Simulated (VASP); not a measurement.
A run of VASP 6.6.1:

File INCAR:

```
  PREC = Accurate
  ENCUT = 520
  EDIFF = 1E-6
  ISMEAR = 0
  SIGMA = 0.05
  LREAL = False
  LASPH = True
  NELM = 100
  ALGO = Fast
  ISIF = 2
  LWAVE = False
  LCHARG = False
  GGA = PE
  IVDW = 12
  NBANDS = 14
```

File KPOINTS:

```
regular mesh
0
Gamma
  10 10 10
```

POSCAR

```
Bi
1.0
   -4.2574820000      4.2574820000      1.5450091200
    4.2574820000     -4.2574820000      1.5450091200
    4.2574820000      4.2574820000     -1.5450091200
Bi
1
Direct
    0.0000000000      0.0000000000      0.0000000000
```

Potentials or basis: VASP PAW PBE potentials, release 64 (Bi_d).

The run is started by

```sh
$ cat potpaw_PBE.64/Bi_d/POTCAR > POTCAR
$ mpirun -np 1 vasp_std > vasp.out
```

Hardware: 1 thread of Intel(R) Xeon(R) 6975P-C (Granite Rapids), with other jobs on the host.

**Question.** How long does it take, and how much memory?

**Answer.** Wall time 4 min on 1 thread of Intel(R) Xeon(R) 6975P-C (Granite Rapids), with other jobs on the host, peak memory 0.4 GiB. Counts: scf iterations 13, k points 102.
